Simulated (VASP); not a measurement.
Here is a VASP 6.6.1 calculation.

File INCAR:

```
  ALGO = Normal
  EDIFF = 1E-6
  ENCUT = 520
  ISIF = 2
  ISMEAR = 0
  LASPH = T
  LCHARG = T
  LELF = T
  LREAL = F
  LVHAR = T
  LWAVE = F
  NBANDS = 26
  NELM = 60
  PREC = Accurate
  SIGMA = 0.01
```

File KPOINTS:

```
k-points
0
Gamma
  8 8 4
```

POSCAR

```
GaN
1.0
    3.1049025378      0.0000000000      0.0000000000
   -1.5524512689      2.6889244740      0.0000000000
    0.0000000000      0.0000000000      5.0628531699
Ga N
2 2
Direct
    0.3333333333      0.6666666667     -0.0006110650
    0.6666666667      0.3333333333      0.4993889350
    0.3333333333      0.6666666667      0.3756110650
    0.6666666667      0.3333333333      0.8756110650
```

Potentials or basis: VASP PAW LDA potentials, release 64 (Ga_d, N).

Command:

```console
$ cat potpaw_LDA.64/Ga_d/POTCAR potpaw_LDA.64/N/POTCAR > POTCAR
$ mpirun -np 1 vasp_std > vasp.out
```

Predict the pressure.

11.3 GPa.

What does it give for the band gap on the k mesh?

2.45 eV, direct.
